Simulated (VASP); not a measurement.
Wanted: the native input for a VASP 6.6.1 run.

- Task: single point
- Functional: PBE
- Potentials or basis: VASP PAW PBE potentials, release 64 (Al, Ga_d, As)
- Cutoff: 520 eV
- k mesh: 8 × 4 × 6
- Occupations: gaussian, width 0.02 eV
- Spin: no spin polarisation
- Dipole correction: no
- Further INCAR settings: ALGO = Normal; EDIFF = 1e-06; NBANDS = 31

The structure of Al3GaAs4 lies in POSCAR:

```
Al3GaAs4
1.0
    4.0552463259      0.0000000000      0.0000000000
    0.0000000000      8.1095031638      0.0000000000
    0.0000000000      0.0000000000      5.7294873657
Al Ga As
3 1 4
Direct
    0.0000000000      0.7497306251      0.9999883203
    0.0000000000      0.2502693749      0.9999883203
    0.5000000000      0.5000000000      0.4996523514
    0.5000000000      0.0000000000      0.5001578888
    0.0000000000      0.0000000000      0.2483609114
    0.5000000000      0.2507955280      0.7508670471
    0.0000000000      0.5000000000      0.2501181136
    0.5000000000      0.7492044720      0.7508670471
```

One way to write it, as run:

INCAR

```
SYSTEM = Al3GaAs4
PREC     = Accurate       ! precision mode
ENCUT    = 520            ! plane-wave cutoff, eV
EDIFF    = 1E-6           ! SCF threshold, eV
ISMEAR   = 0              ! smearing method
SIGMA    = 0.02           ! smearing width, eV
LREAL    = .False.        ! projectors in reciprocal space
LASPH    = .True.         ! aspherical terms in the spheres
NELM     = 80             ! most SCF steps
ALGO     = Normal         ! electronic algorithm
ISIF     = 2              ! what is computed and relaxed
LWAVE    = .False.        ! write WAVECAR
LCHARG   = .False.        ! write CHGCAR
GGA      = PE             ! functional
NBANDS   = 31             ! bands
```

KPOINTS

```
Automatic mesh
0
Gamma
  8 4 6
  0 0 0
```

Potentials or basis: VASP PAW PBE potentials, release 64 (Al, Ga_d, As).

Launch:

```sh
$ cat potpaw_PBE.64/Al/POTCAR potpaw_PBE.64/Ga_d/POTCAR potpaw_PBE.64/As/POTCAR > POTCAR
$ mpirun -np 1 vasp_std > vasp.out
```

It gave:

- Pressure: 0.2 GPa
- Largest force: 0.005 eV/Å
- Band gap on the k mesh: 1.30 eV

It took 3.4 min on 1 thread of Intel(R) Xeon(R) 6975P-C (Granite Rapids), on a shared host, peak memory 0.48 GiB.
